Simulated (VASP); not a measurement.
Input of a VASP 6.6.1 run:

Contents of INCAR:

```
SYSTEM = LiBe16
PREC = Accurate ; ENCUT = 520
EDIFF = 1E-6 ; ISMEAR = 0
SIGMA = 0.1 ; LREAL = Auto
LASPH = .True. ; NELM = 80
ALGO = Normal ; ISIF = 2
LWAVE = .False. ; LCHARG = .True.
GGA = PE ; LELF = .True.
LVHAR = .True. ; NBANDS = 32
```

Contents of KPOINTS:

```
Automatic mesh
0
Gamma
  4 4 3
  0 0 0
```

File POSCAR:

```
LiBe16
1.0
   -2.2900000000     -3.9663960000      0.0000000000
    3.4350000000     -1.9831980000      0.0000000000
    0.0000000000      0.0000000000      7.1768600000
Be Li
16 1
Direct
    0.7618536532      0.4976581851      0.0204432022
    0.5030857320      0.3489040251      0.2583330314
    0.7575575215      0.4880974452      0.4996831483
    0.5561089421      0.2856889309      0.7379833242
    0.5588834114      0.0488282423      0.0010019702
    0.2571217117      0.8617871091      0.2097863132
    0.5032244784     -0.0156063885      0.4777157420
    0.2135315006      0.9933211460      0.6986241894
    0.2154548465      0.3391198249      0.0354993688
    0.0026996754      0.3661954168      0.2740865783
    0.2575841303      0.4708729719      0.5252822265
   -0.0025984700      0.4158548773      0.7757230878
   -0.0039927060     -0.0805433178     -0.0407186430
    0.7574992555      0.8431144964      0.2366987791
    0.0032316806     -0.0354534065      0.4605335760
    0.7613051380      0.8367280250      0.7147574287
    0.3891552004      0.6701919676      0.8688195116
```

Potentials or basis: VASP PAW PBE potentials, release 64 (Be, Li_sv).

The run is started by

```console
$ cat potpaw_PBE.64/Be/POTCAR potpaw_PBE.64/Li_sv/POTCAR > POTCAR
$ mpirun -np 1 vasp_std > vasp.out
```

Q: What does it give for the band gap on the k mesh?

A: Zero (an odd number of electrons rules out a gap without spin polarisation).

Q: What does it give for the largest force?

A: 0.032 eV/Å.

Forces on the atoms (eV/Å):
```
Be  -0.001 -0.014 -0.008
Be   0.007 -0.004  0.004
Be  -0.003  0.004 -0.003
Be  -0.003  0.006 -0.001
Be   0.007 -0.004  0.007
Be  -0.006  0.007  0.003
Be  -0.007  0.004 -0.003
Be  -0.015  0.005 -0.012
Be   0.010 -0.011  0.009
Be  -0.003  0.007 -0.002
Be   0.008 -0.002 -0.004
Be  -0.022  0.019 -0.011
Be   0.029 -0.009  0.009
Be   0.004  0.000  0.005
Be   0.006  0.002 -0.001
Be  -0.010 -0.008  0.007
Li  -0.001 -0.001  0.000
```

Caveat: the k points lie up to 0.40 Å⁻¹ apart, too coarse for converged energies and pressures of a metal.
